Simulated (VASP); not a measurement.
## Ga3Sb: single point with PBE

Crystal: Ga3Sb.

```xyz
4
Lattice="-2.2428 2.2428 4.2203 2.2428 -2.2428 4.2203 2.3285 2.3285 -4.2203" Properties=species:S:1:pos:R:3 pbc="T T T"
Ga    0.0429    2.2857    2.1102
Ga    2.2857    0.0429    2.1102
Ga    0.0000    0.0000    4.2203
Sb    0.0000    0.0000    0.0000
```

This cell differs from its parent crystal: strain +0.0375 x Voigt [0, 0, 0, 0, 0, 1].

```json
{
 "Program": "VASP 6.6.1",
 "Task": "single point",
 "Functional": "PBE",
 "Potentials or basis": "VASP PAW PBE potentials, release 64 (Ga_d, Sb)",
 "Cutoff": "520 eV",
 "k mesh": "14 × 14 × 14",
 "Occupations": "gaussian, width 0.15 eV",
 "Spin": "no spin polarisation",
 "Dipole correction": "no",
 "Further INCAR settings": "ALGO = Fast; EDIFF = 1e-07; NBANDS = 30"
}
```

* Pressure: 0.1 GPa
* Band gap on the k mesh: zero (bands 22 and 23 overlap by 4.40 eV)

Stress tensor (GPa, compression positive):
```
 0.12 -0.47  0.00
-0.47  0.12  0.00
 0.00  0.00 -0.05
```

Levels at points of the mesh, in eV from the Fermi level:
| k point | band 20 | band 21 | band 22 | band 23 | band 24 | band 25 |
| --- | --- | --- | --- | --- | --- | --- |
| (0.00, 0.00, 0.00) | -2.25 | -2.00 | -1.73 | -0.61 | -0.37 | 0.21 |
| (0.50, 0.00, 0.00) | -1.81 | -1.26 | -0.97 | -0.25 | 1.77 | 2.79 |
| (0.50, 0.50, 0.00) | -4.68 | -4.33 | 1.00 | 1.13 | 1.51 | 1.93 |
| (0.00, 0.00, 0.50) | -4.60 | -4.17 | 0.85 | 0.96 | 1.47 | 1.67 |
| (0.50, 0.50, 0.50) | -3.51 | -3.49 | 2.55 | 3.38 | 3.83 | 4.07 |

Wall time 45 min on 1 thread of Intel Xeon 8259CL (shared host), peak memory 0.97 GiB.

Caveat: the cell differs from its parent crystal (strain +0.0375 x Voigt [0, 0, 0, 0, 0, 1]); spin-orbit coupling is left out, which moves the levels of the heavy elements.
